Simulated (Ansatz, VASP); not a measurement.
One calculation of BN, two programs

Contents of INCAR:

```
SYSTEM = BN
PREC     = Accurate       ! precision mode
ENCUT    = 520            ! plane-wave cutoff, eV
EDIFF    = 1E-6           ! SCF threshold, eV
ISMEAR   = -1             ! smearing method
SIGMA    = 0.03           ! smearing width, eV
LREAL    = .False.        ! projectors in reciprocal space
LASPH    = .True.         ! aspherical terms in the spheres
NELM     = 80             ! most SCF steps
ALGO     = Normal         ! electronic algorithm
ISIF     = 2              ! what is computed and relaxed
LWAVE    = .False.        ! write WAVECAR
LCHARG   = .True.         ! write CHGCAR
GGA      = PE             ! functional
LELF     = .True.         ! ELF
LVHAR    = .True.       
NBANDS   = 11             ! bands
```

File KPOINTS:

```
regular mesh
0
Gamma
  13 13 13
  0 0 0
```

POSCAR

```
BN
1.0
    0.0000000000      1.8075000000      1.8617250000
    1.8075000000      0.0000000000      1.8617250000
    1.8075000000      1.8075000000      0.0000000000
B N
1 1
Direct
    0.0000000000      0.0000000000      0.0000000000
    0.7500000000      0.7500000000      0.7500000000
```

Input for Ansatz:

```yaml
crystal:
  lattice:
    - [0.0, 1.8075, 1.861725]
    - [1.8075, 0.0, 1.861725]
    - [1.8075, 1.8075, 0.0]
  atoms:
    - { symbol: B, position: [0.0, 0.0, 0.0] }
    - { symbol: "N", position: [0.75, 0.75, 0.75] }
kpoints:
  mp_grid: { grid: [13, 13, 13] }
  band_path:
    path:
      - [0.0, 0.0, 0.0]
      - [0.5, 0.0, 0.5]
      - [0.75, 0.25, 0.5]
      - [0.5, 0.5, 0.5]
      - [0.0, 0.0, 0.0]
      - [0.5, 0.5, 0.0]
      - [0.6321755114, 0.6321755114, 0.2643510227]
      - [0.3678244886, 0.3678244886, 0.7356489773]
      - [0.0, 0.0, 0.0]
    npoints: 5
scf:
  occupations: { method: fermi_dirac, width: 0.03 }
hamiltonian:
  xc: pbe
  pseudopotentials: { kind: all_electron, lapw: { basis_error: 0.001 } }
output:
  forces: true
  stress: true
  eigenvalues: true
```

Change from the starting cell: zz strain of +3 %.

Alike in both runs: task single point; functional PBE; k mesh 13 × 13 × 13; occupations fermi-dirac, width 0.03 eV; no spin polarisation.

|  | VASP | Ansatz |
| --- | --- | --- |
| version | VASP 6.6.1 | Ansatz 0.2.0 |
| potentials or method | VASP PAW PBE potentials, release 64 (B, N), cutoff 520 eV | all-electron LAPW, scalar-relativistic |

Ansatz gave:

- gap on the k mesh at the Fermi level (eV): 4.25
- pressure (GPa): -7.7
- traceless stress, the component that is largest in VASP (GPa): -12.28

**Question.** What did VASP give for the same quantities?

**Answer.** gap on the k mesh at the Fermi level (eV): 4.24; pressure (GPa): -7.5; traceless stress, the component that is largest in VASP (GPa): -12.27.

Ansatz ran all-electron here, and VASP with PAW potentials.
